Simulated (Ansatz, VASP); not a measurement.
## Si3Au: VASP beside Ansatz

```
Si Au
1.0
     5.77548    0.00000    0.00000
    -2.88774    5.00171    0.00000
     0.00000    0.00000    4.52382
Si Au
6 2
Cartesian
  2.8877 3.3831 1.1310
  -1.4860 4.1924 3.3929
  1.4017 0.8093 1.1310
  0.0000 1.6186 3.3929
  4.3738 0.8093 1.1310
  1.4860 4.1924 3.3929
  0.0000 3.3345 1.1310
  2.8877 1.6672 3.3929
```

Alike in both runs: functional PBE; k mesh 12 × 12 × 8; occupations gaussian, width 0.1 eV; no spin polarisation.

Ansatz relaxed the structure, and its values are those at the end. VASP's run is a single point on that final structure, the one shown.

|  | VASP | Ansatz |
| --- | --- | --- |
| version | VASP 6.6.1 | Ansatz 0.2.0 |
| potentials or method | VASP PAW PBE potentials, release 64 (Si, Au), cutoff 520 eV | scalar-relativistic, plane waves, PAW |
| valence electrons in the cell | 46 | 62 |

```tsv
	VASP	Ansatz	Ansatz less VASP
gap on the k mesh at the Fermi level (eV)	none	none	-
pressure (GPa)	-0.1	0.0	+0.10
```

A gap of «none» marks a metal or a gap that the smearing closes. VASP's potentials hold 46 valence electrons a cell and Ansatz's 62, so a difference there can come from the potentials and not from the codes.

Neither program's run includes spin-orbit coupling.
